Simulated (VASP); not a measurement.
# HfC (I4mm) in VASP: notebook

HfC is run at these levels: PBE; tasks: single point.

All numbers are computed with VASP 6.6.1; they aren't measurements. Logs are shortened: lines on timing, memory, paths and dates and some standing lists are left out, and cuts for length are marked.

## (1) The cell of the first run

Symmetry: I4mm, No. 107, tetragonal system. The conventional cell has a = 3.288 Å, b = 3.288 Å, c = 4.650 Å, α = 90.00°, β = 90.00°, γ = 90.00°. Hf (site symmetry 4mm) has 6 C at 2.12 to 2.53 Å within 2.8 Å. C (site symmetry 4mm) has 6 Hf at 2.12 to 2.53 Å within 2.8 Å.

## (2) Single point, PBE

Input file INCAR:

```
PREC     = Accurate       # precision mode
ENCUT    = 520            # plane-wave cutoff, eV
EDIFF    = 1E-6           # SCF threshold, eV
ISMEAR   = 0              # smearing method
SIGMA    = 0.1            # smearing width, eV
LREAL    = F              # projectors in reciprocal space
LASPH    = T              # aspherical terms in the spheres
NELM     = 100            # most SCF steps
ALGO     = Normal         # electronic algorithm
ISIF     = 2              # what is computed and relaxed
LWAVE    = F              # write WAVECAR
LCHARG   = F              # write CHGCAR
GGA      = PE             # functional
NBANDS   = 14             # bands
```

Input file KPOINTS:

```
regular mesh
0
Gamma
  11 11 11
```

Input file POSCAR:

```
HfC
1.0
    0.0000000000      2.3250000000      2.3250000000
    2.3250000000      0.0000000000      2.3250000000
    2.3250000000      2.3250000000      0.0000000000
Hf C
1 1
Direct
    0.5430107527      0.4569892473      0.4569892473
    0.0000000000      0.0000000000      0.0000000000
```

Potentials or basis: VASP PAW PBE potentials, release 64 (Hf_pv, C).

Launch:

```console
$ cat potpaw_PBE.64/Hf_pv/POTCAR potpaw_PBE.64/C/POTCAR > POTCAR
$ mpirun -np 1 vasp_std > vasp.out
```

OUTCAR:

```text
PREC = Accurate
   ENCUT = 520
   EDIFF = 1E-6
   ISMEAR = 0
   LREAL = F
   LASPH = T
   NELM = 100
   ISIF = 2
   GGA = PE

 ion  position               nearest neighbor table
   1  0.543  0.457  0.457-   2 2.12   2 2.33   2 2.33   2 2.33   2 2.33   2 2.53
   2  0.000  0.000  0.000-   1 2.12   1 2.33   1 2.33   1 2.33   1 2.33   1 2.53

  LATTYP: Found a face centered cubic cell.
 ALAT       =     4.6500000000

  Lattice vectors:

 A1 = (   0.0000000000,   2.3250000000,   2.3250000000)
 A2 = (   2.3250000000,   0.0000000000,   2.3250000000)
 A3 = (   2.3250000000,   2.3250000000,   0.0000000000)

Analysis of symmetry for initial positions (statically):
=====================================================================
 Subroutine PRICEL returns:
 Original cell was already a primitive cell.

 Routine SETGRP: Setting up the symmetry group for a
 face centered cubic supercell.

 Subroutine GETGRP returns: Found  8 space group operations
 (whereof  8 operations were pure point group operations)
 out of a pool of 48 trial point group operations.

The static configuration has the point symmetry C_4v.

Analysis of symmetry for dynamics (positions and initial velocities):
=====================================================================
 Subroutine PRICEL returns:
 Original cell was already a primitive cell.

 Routine SETGRP: Setting up the symmetry group for a
 face centered cubic supercell.

 Subroutine GETGRP returns: Found  8 space group operations
 (whereof  8 operations were pure point group operations)
 out of a pool of 48 trial point group operations.

The dynamic configuration has the point symmetry C_4v.

 Subroutine INISYM returns: Found  8 space group operations
 (whereof  8 operations are pure point group operations),
 and found     1 'primitive' translations

----------------------------------------------------------------------------------------

                                     Primitive cell

  volume of cell :      25.1362

  direct lattice vectors                    reciprocal lattice vectors
     0.000000000  2.325000000  2.325000000    -0.215053763  0.215053763  0.215053763
     2.325000000  0.000000000  2.325000000     0.215053763 -0.215053763  0.215053763
     2.325000000  2.325000000  0.000000000     0.215053763  0.215053763 -0.215053763

  length of vectors
     3.288046533  3.288046533  3.288046533     0.372484045  0.372484045  0.372484045

  position of ions in fractional coordinates (direct lattice)
     0.543010753  0.456989247  0.456989247
     0.000000000  0.000000000  0.000000000

  ion indices of the primitive-cell ions
   primitive index   ion index
                 1           1
                 2           2

----------------------------------------------------------------------------------------

 KPOINTS: regular mesh

Automatic generation of k-mesh.
 Grid dimensions read from file:
 generate k-points for:   11   11   11

 Generating k-lattice:

  Cartesian coordinates                     Fractional coordinates (reciprocal lattice)
    -0.019550342  0.019550342  0.019550342     0.090909091  0.000000000  0.000000000
     0.019550342 -0.019550342  0.019550342     0.000000000  0.090909091  0.000000000
     0.019550342  0.019550342 -0.019550342     0.000000000  0.000000000  0.090909091

  Length of vectors
     0.033862186  0.033862186  0.033862186

  Shift w.r.t. Gamma in fractional coordinates (k-lattice)
     0.000000000  0.000000000  0.000000000

 Subroutine IBZKPT returns following result:
 ===========================================

 Found    126 irreducible k-points:

 Following reciprocal coordinates:
            Coordinates               Weight
  0.000000  0.000000  0.000000      1.000000
  0.090909  0.000000  0.000000      8.000000
  0.181818  0.000000  0.000000      8.000000
  0.272727  0.000000  0.000000      8.000000
  0.363636  0.000000  0.000000      8.000000
  0.454545  0.000000  0.000000      8.000000
[... 16 lines left out ...]
 -0.181818  0.090909  0.000000     16.000000
  0.000000 -0.181818  0.090909      8.000000
 [... further k-points ...]
   k-points           NKPTS =    126   k-points in BZ     NKDIM =    126   number of bands    NBANDS=     14
   number of dos      NEDOS =    301   number of ions     NIONS =      2
   total plane-waves  NPLWV =  13824
   dimension x,y,z NGX =    24 NGY =   24 NGZ =   24
   dimension x,y,z NGXF=    48 NGYF=   48 NGZF=   48
   ions per type =               1   1
   NGX,Y,Z   is equivalent  to a cutoff of  12.13, 12.13, 12.13 a.u.
   NGXF,Y,Z  is equivalent  to a cutoff of  24.27, 24.27, 24.27 a.u.
 SYSTEM =  unknown system
   PREC   = accura    normal or accurate (medium, high low for compatibility)
   ISTART =      0    job   : 0-new  1-cont  2-samecut
   ICHARG =      2    charge: 1-file 2-atom 10-const
   ISPIN  =      1    spin polarized calculation?
   LNONCOLLINEAR =      F non collinear calculations
   LSORBIT =      F    spin-orbit coupling
   LASPH  =      T    aspherical Exc in radial PAW
   ENCUT  =  520.0 eV  38.22 Ry    6.18 a.u.   6.11  6.11  6.11*2*pi/ulx,y,z
   NELM   =    100;   NELMIN=  2; NELMDL= -5     # of ELM steps
   EDIFF  = 0.1E-05   stopping-criterion for ELM
   LREAL  =      F    real-space projection
   EDIFFG = 0.1E-04   stopping-criterion for IOM
   NSW    =      0    number of steps for IOM
   IBRION =     -1    ionic relax: 0-MD 1-quasi-New 2-CG
   NFREE  =      0    steps in history (QN), initial steepest desc. (CG)
   ISIF   =      2    stress and relaxation
   ISYM   =      2    0-nonsym 1-usesym 2-fastsym
   POTIM  = 0.5000    time-step for ionic-motion
   TEBEG  =    0.0;   TEEND  =   0.0 temperature during run
   PSTRESS=    0.0 pullay stress
   NELECT =      14.0000    total number of electrons
   NUPDOWN=      -1.0000    fix difference up-down
   EMIN   =  10.00;   EMAX   =-10.00  energy-range for DOS
   EFERMI =   0.00;   METHOD = LEGACY
   ISMEAR =     0;   SIGMA  =   0.10  broadening in eV -4-tet -1-fermi 0-gaus
   EFERMI_NEDOS =   21; number of points for ismear=-14 and -15
   IALGO  =     38    algorithm
   IMIX   =      4    mixing-type and parameters
     AMIX     =   0.40;   BMIX     =  1.00
     AMIX_MAG =   1.60;   BMIX_MAG =  1.00
  volume/ion in A,a.u.               =      12.57        84.81
  Fermi-wavevector in a.u.,A,eV,Ry     =   1.346949  2.545365 24.684672  1.814272
  Thomas-Fermi vector in A             =   2.474740
   LORBIT       =      0    0 simple, 1 ext, 2 COOP (PROOUT), +10 PAW based schemes
   GGA     = PE    functional components
   LHFCALC =     F    Hartree Fock is set to
   AEXX    =    0.0000 exact exchange contribution
   IVDW    =     0    specifies the selected vdW correction
   LEPSILON=     F    determine dielectric tensor
   LRPA    =     F    only Hartree local field effects (RPA)
 non-spin polarized calculation
 Gauss-broadening in eV      SIGMA  =   0.10
  energy-cutoff  :      520.00
  volume of cell :       25.14
 maximum number of plane-waves:       690
   NGX = 13   NGY = 13   NGZ = 13

 number of electron      14.0000000 magnetization

 Free energy of the ion-electron system (eV)
  ---------------------------------------------------
  ext. energy  EPLUGINS =         0.00000000
  ---------------------------------------------------
  free energy    TOTEN  =       -20.89137971 eV

  energy without entropy =      -20.89020481  energy(sigma->0) =      -20.89079226

 E-fermi :   6.0409     XC(G=0): -12.2679

 val. band max:        5.9929670777   @ k =   0.0000  -0.0909   0.0909
 cond. band min:       6.0573530339   @ k =   0.0000   0.4545   0.3636
 fundamental gap:      0.0643859563
 Fermi energy:         6.0409404845

 k-point     1 :       0.0000    0.0000    0.0000
  band No.  band energies     occupation
      1     -23.6188      2.00000
      2     -23.6173      2.00000
      3     -23.6173      2.00000
      4      -6.3263      2.00000
      5       5.9435      1.83186
      6       5.9435      1.83186
      7       6.2185      0.01201
      8       7.3490      0.00000
      9       8.4884      0.00000
     10       8.4884      0.00000
     11       9.3546      0.00000
     12      10.3961      0.00000
     13      12.6939      0.00000
     14      16.8685      0.00000

 k-point     2 :       0.0909    0.0000    0.0000
  band No.  band energies     occupation
      1     -23.6760      2.00000
      2     -23.6234      2.00000
      3     -23.6230      2.00000
      4      -6.1199      2.00000
      5       5.0686      2.00000
      6       5.6050      2.00000
      7       6.1156      0.29129
      8       7.4687      0.00000
      9       8.1290      0.00000
     10       8.4461      0.00000
     11      10.4774      0.00000
     12      11.1907      0.00000
     13      13.1750      0.00000
     14      17.4486      0.00000

 k-point     3 :       0.1818    0.0000    0.0000
  band No.  band energies     occupation
      1     -23.8271      2.00000
      2     -23.6384      2.00000
      3     -23.6383      2.00000
      4      -5.5363      2.00000
      5       3.7654      2.00000
      6       4.7853      2.00000
      7       5.1182      2.00000
      8       8.0194      0.00000
      9       8.4080      0.00000
     10       8.7198      0.00000
     11      12.2431      0.00000
     12      12.7529      0.00000
     13      14.2192      0.00000
     14      18.8891      0.00000

 k-point     4 :       0.2727    0.0000    0.0000
  band No.  band energies     occupation
      1     -24.0180      2.00000
      2     -23.6582      2.00000
      3     -23.6581      2.00000
      4      -4.6731      2.00000
      5       2.3764      2.00000
      6       3.9593      2.00000
      7       4.1358      2.00000
      8       8.7880      0.00000
      9       9.2385      0.00000
     10       9.3553      0.00000
     11      14.0812      0.00000
     12      14.5092      0.00000
     13      15.0336      0.00000
     14      19.7027      0.00000

 k-point     5 :       0.3636    0.0000    0.0000
  band No.  band energies     occupation
      1     -24.1872      2.00000
      2     -23.6764      2.00000
      3     -23.6760      2.00000
      4      -3.6764      2.00000
      5       1.0583      2.00000
      6       3.3543      2.00000
      7       3.4537      2.00000
      8       9.7202      0.00000
      9      10.3088      0.00000
     10      10.3375      0.00000
     11      14.4609      0.00000
[... 276 lines left out ...]
 k-point    22 :       0.0000   -0.2727    0.0909
  band No.  band energies     occupation
      1     -24.0733      2.00000
      2     -23.7170      2.00000
      3     -23.6558      2.00000
      4      -4.2652      2.00000
      5       1.8192      2.00000
      6       3.5773      2.00000
      7       4.1194      2.00000
      8       8.7705      0.00000
      9       9.1160      0.00000
     10      10.6858      0.00000
     11      13.8560      0.00000
     12      15.4170      0.00000
     13      15.6600      0.00000
     14      19.6774      0.00000

 k-point    23 :      -0.1818    0.0909    0.0000
  band No.  band energies     occupation
      1     -23.9012      2.00000
      2     -23.6900      2.00000
      3     -23.6348      2.00000
      4      -5.1297      2.00000
      5       3.1559      2.00000
      6       4.3351      2.00000
      7       4.4964      2.00000
      8       8.0274      0.00000
      9       9.2606      0.00000
     10       9.5035      0.00000
     11      11.7177      0.00000
     12      14.2459      0.00000
     13      14.9748      0.00000
     14      19.7099      0.00000

 k-point    24 :       0.0000   -0.1818    0.0909
  band No.  band energies     occupation
      1     -23.8988      2.00000
      2     -23.6914      2.00000
      3     -23.6348      2.00000
      4      -5.1395      2.00000
      5       3.0382      2.00000
      6       4.2228      2.00000
      7       5.0132      2.00000
      8       8.1682      0.00000
      9       8.2435      0.00000
     10       9.6676      0.00000
     11      12.4346      0.00000
     12      13.9417      0.00000
     13      14.9999      0.00000
     14      19.7076      0.00000

 [... further k-points ...]
[... 5 lines left out ...]
  --------------------------------------------------------------------------------------
  -------------------------------------------------------------------------------------
  Total        1.8477654     -0.1468305     -0.1468305      0.0000000     -0.0000000      0.0000000
  in kB      117.7764749     -9.3589664     -9.3589664      0.0000000     -0.0000000      0.0000000
  external PRESSURE =      33.0195140 kB  Pullay stress =       0.0000000 kB

 VOLUME and BASIS-vectors are now :
 -----------------------------------------------------------------------------
  energy-cutoff  :      520.00
  volume of cell :       25.14
      direct lattice vectors                 reciprocal lattice vectors
     0.000000000  2.325000000  2.325000000    -0.215053763  0.215053763  0.215053763
     2.325000000  0.000000000  2.325000000     0.215053763 -0.215053763  0.215053763
     2.325000000  2.325000000  0.000000000     0.215053763  0.215053763 -0.215053763

 POSITION                                       TOTAL-FORCE (eV/Angst)
 -----------------------------------------------------------------------------------
      2.12500      2.32500      2.32500         1.721176      0.000000      0.000000
      0.00000      0.00000      0.00000        -1.721176      0.000000      0.000000
 -----------------------------------------------------------------------------------
    total drift:                               -0.000314      0.000000      0.000000

  FREE ENERGIE OF THE ION-ELECTRON SYSTEM (eV)
  ---------------------------------------------------
  free  energy   TOTEN  =       -20.8913797136 eV

  energy  without entropy=      -20.8902048099  energy(sigma->0) =      -20.89079226
```

It took 12 s on 1 thread of Intel Xeon 6975P-C (Granite Rapids), shared host; peak memory 0.17 GiB.

What came out:

| Property | Result |
| --- | --- |
| Free energy | -20.8914 eV |
| Pressure | 3.3 GPa |
| Largest force | 1.721 eV/Å |
| Band gap on the k mesh | zero (band 7 reaches 6.29 eV, above the bottom of band 8 at 5.42 eV) |

Forces in eV/Å, atoms in the order of the input:
```
Hf   1.721  0.000  0.000
C   -1.721  0.000  0.000
```

Stress tensor (GPa, compression positive):
```
11.78  0.00  0.00
 0.00 -0.94  0.00
 0.00  0.00 -0.94
```

Caveat: spin-orbit coupling is left out, which moves the levels of the heavy elements; forces of over 1 eV/Å act on the atoms, so gaps and moduli don't describe the material at rest.

[end of part 1 of 2]
